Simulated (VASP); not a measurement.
# HC4 in VASP: notebook

HC4 is run at these levels: r2SCAN; tasks: single point, relaxation of the atoms.

Program: VASP 6.6.1. These are calculated values, not measurements. Logs are shortened: lines on timing, memory, paths and dates and some standing lists are left out, and cuts for length are marked.

### 1 The cell of the first run

The cell holds a slab with vacuum, 10 atoms: a = 2.522 Å, b = 2.522 Å, c = 19.915 Å, α = 90.00°, β = 90.00°, γ = 60.00°.

### 2 Single point, r2SCAN

Input file POSCAR:

```
HC4
1.0
    2.5222496682      0.0000000000      0.0000000000
    1.2611248341      2.1843322873      0.0000000000
    0.0000000000      0.0000000000     19.9150770000
C H
8 2
Direct
    0.0000000000      0.0000000000      0.3333737095
    0.3333333333      0.3333333333      0.3578130676
    0.3333333333      0.3333333333      0.4355421567
    0.6666666667      0.6666666667      0.4612798637
    0.6666666667      0.6666666667      0.5387201363
    0.0000000000      0.0000000000      0.5644578433
    0.0000000000      0.0000000000      0.6421869324
    0.3333333333      0.3333333333      0.6666262905
    0.3333333333      0.3333333333      0.7219828858
    0.0000000000      0.0000000000      0.2780171142
```

Input file INCAR.step1:

```
PREC = Accurate ; ENCUT = 520
ISMEAR = 0 ; SIGMA = 0.01
LREAL = F ; LASPH = T
NELM = 80 ; NBANDS = 28
GGA = PE ; ALGO = Normal
EDIFF = 1E-4 ; LWAVE = T
LCHARG = F
```

Input file INCAR.step2:

```
PREC = Accurate ; ENCUT = 520
EDIFF = 1E-6 ; ISMEAR = 0
SIGMA = 0.01 ; LREAL = F
LASPH = T ; NELM = 80
ALGO = Normal ; ISIF = 2
LWAVE = F ; LCHARG = F
METAGGA = R2SCAN ; LMIXTAU = T
NBANDS = 28 ; ISTART = 1
```

Input file KPOINTS:

```
Automatic mesh
0
Gamma
  8 8 1
```

Potentials or basis: VASP PAW PBE potentials, release 64 (C, H).

Run with:

```
$ cat potpaw_PBE.64/C/POTCAR potpaw_PBE.64/H/POTCAR > POTCAR
$ cp INCAR.step1 INCAR
$ mpirun -np 1 vasp_std > vasp.out
$ cp INCAR.step2 INCAR
$ mpirun -np 1 vasp_std > vasp.out
```

OUTCAR:

```text
PREC = Accurate
   ENCUT = 520
   EDIFF = 1E-6
   ISMEAR = 0
   LREAL = F
   LASPH = T
   NELM = 80
   ISIF = 2
   METAGGA = R2SCAN
   ISTART = 1

 ion  position               nearest neighbor table
   1  0.000  0.000  0.333-  10 1.10   2 1.54   2 1.54   2 1.54
   2  0.333  0.333  0.358-   1 1.54   1 1.54   1 1.54   3 1.55
   3  0.333  0.333  0.436-   4 1.54   4 1.54   4 1.54   2 1.55
   4  0.667  0.667  0.461-   5 1.54   3 1.54   3 1.54   3 1.54
   5  0.667  0.667  0.539-   4 1.54   6 1.54   6 1.54   6 1.54
   6  0.000  0.000  0.564-   5 1.54   5 1.54   5 1.54   7 1.55
   7  0.000  0.000  0.642-   8 1.54   8 1.54   8 1.54   6 1.55
   8  0.333  0.333  0.667-   9 1.10   7 1.54   7 1.54   7 1.54
   9  0.333  0.333  0.722-   8 1.10
  10  0.000  0.000  0.278-   1 1.10

  LATTYP: Found a hexagonal cell.
 ALAT       =     2.5222496682
 C/A-ratio  =     7.8957595877

  Lattice vectors:

 A1 = (  -1.2611248341,  -2.1843322873,   0.0000000000)
 A2 = (   2.5222496682,   0.0000000000,   0.0000000000)
 A3 = (   0.0000000000,   0.0000000000,  19.9150770000)

Analysis of symmetry for initial positions (statically):
=====================================================================
 Subroutine PRICEL returns:
 Original cell was already a primitive cell.

 Routine SETGRP: Setting up the symmetry group for a
 hexagonal supercell.

 Subroutine GETGRP returns: Found 12 space group operations
 (whereof  6 operations were pure point group operations)
 out of a pool of 24 trial point group operations.

The static configuration has the point symmetry C_3v.
 The point group associated with its full space group is D_3d.

Analysis of symmetry for dynamics (positions and initial velocities):
=====================================================================
 Subroutine PRICEL returns:
 Original cell was already a primitive cell.

 Routine SETGRP: Setting up the symmetry group for a
 hexagonal supercell.

 Subroutine GETGRP returns: Found 12 space group operations
 (whereof  6 operations were pure point group operations)
 out of a pool of 24 trial point group operations.

The dynamic configuration has the point symmetry C_3v.
 The point group associated with its full space group is D_3d.

 Subroutine INISYM returns: Found 12 space group operations
 (whereof  6 operations are pure point group operations),
[... 102 lines left out ...]
   NFREE  =      0    steps in history (QN), initial steepest desc. (CG)
   ISIF   =      2    stress and relaxation
   ISYM   =      2    0-nonsym 1-usesym 2-fastsym
   POTIM  = 0.5000    time-step for ionic-motion
   TEBEG  =    0.0;   TEEND  =   0.0 temperature during run
   PSTRESS=    0.0 pullay stress
   NELECT =      34.0000    total number of electrons
   NUPDOWN=      -1.0000    fix difference up-down
   EMIN   =  10.00;   EMAX   =-10.00  energy-range for DOS
   EFERMI =   0.00;   METHOD = LEGACY
   ISMEAR =     0;   SIGMA  =   0.01  broadening in eV -4-tet -1-fermi 0-gaus
   EFERMI_NEDOS =   21; number of points for ismear=-14 and -15
   IALGO  =     38    algorithm
   IMIX   =      4    mixing-type and parameters
     AMIX     =   0.40;   BMIX     =  1.00
     AMIX_MAG =   1.60;   BMIX_MAG =  1.00
  volume/ion in A,a.u.               =      10.97        74.04
  Fermi-wavevector in a.u.,A,eV,Ry     =   1.107826  2.093488 16.698136  1.227278
  Thomas-Fermi vector in A             =   2.244345
   LORBIT       =      0    0 simple, 1 ext, 2 COOP (PROOUT), +10 PAW based schemes
   METAGGA = R2SCAN    functional components
   LHFCALC =     F    Hartree Fock is set to
   AEXX    =    0.0000 exact exchange contribution
   IVDW    =     0    specifies the selected vdW correction
   LEPSILON=     F    determine dielectric tensor
   LRPA    =     F    only Hartree local field effects (RPA)
 non-spin polarized calculation
 Gauss-broadening in eV      SIGMA  =   0.01
  energy-cutoff  :      520.00
  volume of cell :      109.72
 maximum number of plane-waves:      3003
   NGX =  9   NGY =  9   NGZ = 75

 number of electron      34.0000001 magnetization

 Free energy of the ion-electron system (eV)
  ---------------------------------------------------
  ext. energy  EPLUGINS =         0.00000000
  ---------------------------------------------------
  free energy    TOTEN  =       -86.18793977 eV

  energy without entropy =      -86.18793977  energy(sigma->0) =      -86.18793977

 E-fermi :   1.9945     XC(G=0):  -7.1520

 val. band max:        1.9185438842   @ k =   0.0000   0.0000   0.0000
 cond. band min:       5.2159617416   @ k =   0.0000   0.0000   0.0000
 fundamental gap:      3.2974178574
 Fermi energy:         1.9944996613

 k-point     1 :       0.0000    0.0000    0.0000
  band No.  band energies     occupation
      1     -20.0731      2.00000
      2     -19.0937      2.00000
      3     -17.5230      2.00000
      4     -15.5933      2.00000
      5     -10.9877      2.00000
      6      -8.5740      2.00000
[... 299 lines left out ...]
     27      13.9143      0.00000
     28      14.3941      0.00000

------------------------ aborting loop because EDIFF is reached ----------------------------------------

  FORCE on cell =-STRESS in cart. coord.  units (eV):
  Direction    XX          YY          ZZ          XY          YZ          ZX
  --------------------------------------------------------------------------------------
  -------------------------------------------------------------------------------------
  Total       -0.1975872     -0.1975872      0.3387629      0.0000000      0.0000000      0.0000000
  in kB       -2.8852312     -2.8852312      4.9467234      0.0000000      0.0000000      0.0000000
  external PRESSURE =      -0.2745797 kB  Pullay stress =       0.0000000 kB

 VOLUME and BASIS-vectors are now :
 -----------------------------------------------------------------------------
  energy-cutoff  :      520.00
  volume of cell :      109.72
      direct lattice vectors                 reciprocal lattice vectors
     2.522249668  0.000000000  0.000000000     0.396471457 -0.228902902  0.000000000
     1.261124834  2.184332287  0.000000000     0.000000000  0.457805804  0.000000000
     0.000000000  0.000000000 19.915077000     0.000000000  0.000000000  0.050213213

 POSITION                                       TOTAL-FORCE (eV/Angst)
 -----------------------------------------------------------------------------------
      0.00000      0.00000      6.63916        -0.000000     -0.000000      0.021227
      1.26112      0.72811      7.12587         0.000000      0.000000     -0.004457
      1.26112      0.72811      8.67386        -0.000000     -0.000000      0.000011
      2.52225      1.45622      9.18642         0.000000      0.000000     -0.000301
      2.52225      1.45622     10.72865        -0.000000      0.000000      0.000301
      0.00000      0.00000     11.24122         0.000000      0.000000     -0.000011
      0.00000      0.00000     12.78920        -0.000000      0.000000      0.004457
      1.26112      0.72811     13.27591         0.000000      0.000000     -0.021227
      1.26112      0.72811     14.37834        -0.000000      0.000000      0.065013
      0.00000      0.00000      5.53673        -0.000000      0.000000     -0.065013
 -----------------------------------------------------------------------------------
    total drift:                                0.000000      0.000000      0.000028

  FREE ENERGIE OF THE ION-ELECTRON SYSTEM (eV)
  ---------------------------------------------------
  free  energy   TOTEN  =       -86.1879397728 eV

  energy  without entropy=      -86.1879397728  energy(sigma->0) =      -86.18793977
```

OUTCAR.step1:

```text
PREC = Accurate
   ENCUT = 520
   ISMEAR = 0
   LREAL = F
[... 548 lines left out ...]
      0.00000      0.00000     12.78920        -0.000000      0.000000      0.040503
      1.26112      0.72811     13.27591        -0.000000      0.000000     -0.096498
      1.26112      0.72811     14.37834         0.000000      0.000000      0.235841
      0.00000      0.00000      5.53673        -0.000000      0.000000     -0.235841
 -----------------------------------------------------------------------------------
    total drift:                                0.000000      0.000000      0.000021

  FREE ENERGIE OF THE ION-ELECTRON SYSTEM (eV)
  ---------------------------------------------------
  free  energy   TOTEN  =       -80.1771040194 eV

  energy  without entropy=      -80.1771040194  energy(sigma->0) =      -80.17710402
```

OSZICAR.step1:

```text
N       E                     dE             d eps       ncg     rms          rms(c)
DAV:   1     0.173532493629E+03    0.17353E+03   -0.16270E+04   560   0.108E+03
DAV:   2    -0.678473039996E+02   -0.24138E+03   -0.22637E+03   748   0.247E+02
DAV:   3    -0.837581060686E+02   -0.15911E+02   -0.15752E+02   668   0.633E+01
DAV:   4    -0.841005844327E+02   -0.34248E+00   -0.34063E+00   792   0.105E+01
DAV:   5    -0.841131171452E+02   -0.12533E-01   -0.12526E-01   828   0.184E+00    0.122E+01
DAV:   6    -0.811884086359E+02    0.29247E+01   -0.22144E+00   688   0.756E+00    0.708E+00
DAV:   7    -0.802017069244E+02    0.98670E+00   -0.22246E+00   776   0.764E+00    0.197E+00
DAV:   8    -0.801856769794E+02    0.16030E-01   -0.15267E-01   752   0.231E+00    0.508E-01
DAV:   9    -0.801807360642E+02    0.49409E-02   -0.27935E-02   740   0.970E-01    0.171E-01
DAV:  10    -0.801793297237E+02    0.14063E-02   -0.22243E-03   768   0.299E-01    0.963E-02
DAV:  11    -0.801777991130E+02    0.15306E-02   -0.10270E-03   736   0.187E-01    0.513E-02
DAV:  12    -0.801771359178E+02    0.66320E-03   -0.61623E-04   696   0.124E-01    0.493E-02
DAV:  13    -0.801771040194E+02    0.31898E-04   -0.10067E-04   548   0.737E-02
   1 F= -.80177104E+02 E0= -.80177104E+02  d E =-.333185E-28
```

It took 2.7 min on 1 thread of Intel Xeon 6975P-C, shared host; peak memory 0.25 GiB.

What came out:

```yaml
Free_energy: -86.1879 eV
Largest_force: 0.065 eV/Å
Band_gap_on_the_k_mesh: 3.30 eV, direct
```

Forces in eV/Å, atoms in the order of the input:
```
C    0.000  0.000  0.021
C    0.000  0.000 -0.004
C    0.000  0.000  0.000
C    0.000  0.000  0.000
C    0.000  0.000  0.000
C    0.000  0.000  0.000
C    0.000  0.000  0.004
C    0.000  0.000 -0.021
H    0.000  0.000  0.065
H    0.000  0.000 -0.065
```

Caveat: the PAW data sets were made with another functional, which shifts forces and pressure a little.

(Part 1 of 2 ends here.)
